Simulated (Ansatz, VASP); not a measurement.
Two plane-wave programs on InGe3S2

```xyz
6
Lattice="-2.7713 2.7713 4.8153 2.7713 -2.7713 4.8153 2.7713 2.7713 -4.8153" Properties=species:S:1:pos:R:3 pbc="T T T"
In    0.0000    0.0000    4.8153
Ge    0.0000    2.7713    0.0000
Ge    2.7713    0.0000    0.0000
Ge    0.0000    0.0000    0.0000
S     0.0000    2.7713    2.4077
S     2.7713    0.0000    2.4077
```

Alike in both runs: functional PBE; k mesh 10 × 10 × 10; occupations gaussian, width 0.1 eV; no spin polarisation.

Ansatz relaxed the structure, and its values are those at the end. VASP's run is a single point on that final structure, the one shown.

```csv
,VASP,Ansatz
version,VASP 6.6.1,Ansatz 0.2.0
potentials or method,"VASP PAW PBE potentials, release 64 (In_d, Ge_d, S), cutoff 520 eV","scalar-relativistic, plane waves, PAW"
valence electrons in the cell,67,67
```

```tsv
	VASP	Ansatz	Ansatz less VASP
gap on the k mesh at the Fermi level (eV)	none	none	-
pressure (GPa)	0.0	0.0	+0.03
```

A gap of «none» marks a metal or a gap that the smearing closes. The functional is the same, so the differences come from potentials, cutoffs and numerics.
